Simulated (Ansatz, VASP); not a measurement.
# Two plane-wave programs on Zn2SiN2

```
Zn Si N
1.0
     4.85010    0.00000    0.00000
    -2.42505    4.20031    0.00000
     0.00000    0.00000    6.54245
Zn Si N
2 1 2
Direct
  0.33333 0.66667 0.50000
  0.66667 0.33333 0.50000
  0.00000 0.00000 0.50000
  0.00000 0.00000 0.14136
  0.00000 0.00000 0.85864
```

Alike in both runs: task single point; functional PBE; k mesh 6 × 6 × 4; occupations gaussian, width 0.1 eV; collinear spin.

```csv
,VASP,Ansatz
version,VASP 6.6.1,Ansatz 0.2.0
potentials or method,"VASP PAW PBE potentials, release 64 (Zn, Si, N), cutoff 520 eV","scalar-relativistic, plane waves, PAW"
valence electrons in the cell,38,38
```

|  | VASP | Ansatz | Ansatz less VASP |
| --- | --- | --- | --- |
| gap on the k mesh at the Fermi level (eV) | none | none | - |
| pressure (GPa) | -11.6 | -11.7 | -0.03 |
| traceless stress, the component that is largest in VASP (GPa) | -14.16 | -14.17 | -0.003 |
| rms of the force components (eV/Å) | 1.822 | 1.829 | +0.0069 |
| net moment per atom (μB) | 0.22 | 0.22 | -0.001 |
| size of the moment on the site where the two differ most (μB) | 0.36 | 0.37 | +0.010 |

Site moments also hang on the region over which each program counts them. Atom by atom the forces differ by 0.007 eV/Å (rms over components). A gap of «none» marks a metal or a gap that the smearing closes. With one functional, cell and mesh, what is left measures potentials, basis and numerics.
